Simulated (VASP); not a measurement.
Input of a VASP 6.6.1 run:

The input INCAR:

```
PREC     = Accurate       # precision mode
ENCUT    = 520            # plane-wave cutoff, eV
EDIFF    = 1E-6           # SCF threshold, eV
ISMEAR   = 0              # smearing method
SIGMA    = 0.15           # smearing width, eV
LREAL    = False          # projectors in reciprocal space
LASPH    = True           # aspherical terms in the spheres
NELM     = 100            # most SCF steps
ALGO     = Fast           # electronic algorithm
ISIF     = 2              # what is computed and relaxed
LWAVE    = False          # write WAVECAR
LCHARG   = False          # write CHGCAR
GGA      = PS             # functional
NBANDS   = 14             # bands
```

KPOINTS

```
Automatic mesh
0
Gamma
  20 20 20
```

File POSCAR:

```
AlNi
1.0
    2.0617546489     -2.0617767842      0.0000000000
    2.0617546489      2.0617767842      0.0000000000
    0.0000000000      0.0000000000      2.8694088111
Al Ni
1 1
Direct
    0.0000000000      0.0000000000      0.0000000000
    0.5000000000      0.5000000000      0.5000000000
```

Potentials or basis: VASP PAW PBE potentials, release 64 (Al, Ni).

Launch:

```sh
$ cat potpaw_PBE.64/Al/POTCAR potpaw_PBE.64/Ni/POTCAR > POTCAR
$ mpirun -np 1 vasp_std > vasp.out
```

Task: What does it give for the pressure?

Result: -6.4 GPa.

Stress tensor (GPa, compression positive):
```
-6.78  0.00  0.00
 0.00 -6.78  0.00
 0.00  0.00 -5.60
```

Caveat: the cell differs from its parent crystal (strain +0.0200 x Voigt [1, 1, 0, 0, 0, 0]); the PAW data sets were made with another functional, which shifts forces and pressure a little. Spin polarisation is off, so any magnetic state and its effect on volume and gap are missing.
